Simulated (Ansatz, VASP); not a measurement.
**GaSb3 in VASP and in Ansatz**

```xyz
4
Lattice="0.0000 3.5894 3.7865 3.5894 0.0000 3.7865 3.5894 3.5894 0.0000" Properties=species:S:1:pos:R:3 pbc="T T T"
Ga    0.0000    0.0000    0.0000
Sb    1.7947    1.7947    1.8932
Sb    5.3841    5.3841    5.6797
Sb    3.5894    3.5894    3.7865
```

Alike in both runs: task single point; functional LDA; k mesh 10 × 10 × 10; occupations gaussian, width 0.15 eV; no spin polarisation.

|  | VASP | Ansatz |
| --- | --- | --- |
| version | VASP 6.6.1 | Ansatz 0.2.0 |
| potentials or method | VASP PAW LDA potentials, release 64 (Ga_d, Sb), cutoff 520 eV | scalar-relativistic, plane waves, PAW |
| valence electrons in the cell | 28 | 58 |

Ansatz gave:

- gap on the k mesh at the Fermi level (eV): none
- pressure (GPa): -1.5
- traceless stress, the component that is largest in VASP (GPa): -1.16

What did VASP give for the same quantities?

gap on the k mesh at the Fermi level (eV): none; pressure (GPa): -1.4; traceless stress, the component that is largest in VASP (GPa): -1.18.

Ansatz warns that its potentials were made for another functional, while VASP's fit it. LDA's correlation is that of Perdew and Zunger in VASP and of Perdew and Wang (1992) in Ansatz. A gap of «none» marks a metal or a gap that the smearing closes. VASP's potentials hold 28 valence electrons a cell and Ansatz's 58, so a difference there can come from the potentials and not from the codes.

Neither program's run includes spin-orbit coupling.
